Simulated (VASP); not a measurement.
The system is MnF2.

```
CELL_PARAMETERS angstrom
4.87340 0.00000 0.00000
0.00000 4.87340 0.00000
0.00000 0.00000 3.30990
ATOMIC_POSITIONS crystal
Mn 0.00000 0.00000 0.00000
Mn 0.50000 0.50000 0.50000
F 0.30500 0.30500 0.00000
F 0.19500 0.80500 0.50000
F 0.69500 0.69500 0.00000
F 0.80500 0.19500 0.50000
```

Base run:

- Program: VASP 6.6.1
- Functional: PBEsol
- Potentials or basis: VASP PAW PBE potentials, release 64 (Mn_pv, F)
- Cutoff: 520 eV
- k mesh: 4 × 4 × 6
- Occupations: gaussian, width 0.05 eV
- Spin: collinear spin, ferromagnetic start
- Starting moments: [2.5, 2.5, 0.0, 0.0, 0.0, 0.0] μB
- Fixed moment: 5 μB
- Hubbard terms: Mn d U = 3.0 eV

Its results: pressure -5.4 GPa; net moment 5.00 μB per cell; site moments Mn +2.40; F -0.01 μB; largest force 0.027 eV/Å.

Q: The run is repeated on the same cell with these changes: fixed moment from 5 μB to none; moments at the start from [2.5, 2.5, 0.0, 0.0, 0.0, 0.0] to [2.58, 2.58, 0.02, 0.02, 0.02, 0.02]. What comes out?

A: Pressure 0.4 GPa; net moment 10.00 μB per cell; site moments Mn +4.66; F +0.06 μB; largest force 0.010 eV/Å.

Caveats: the PAW data sets were made with another functional, which shifts forces and pressure a little; only a ferromagnetic start was run, and an antiferromagnetic order may lie lower in energy; the total moment is fixed, so each spin has its own Fermi level (some runs).
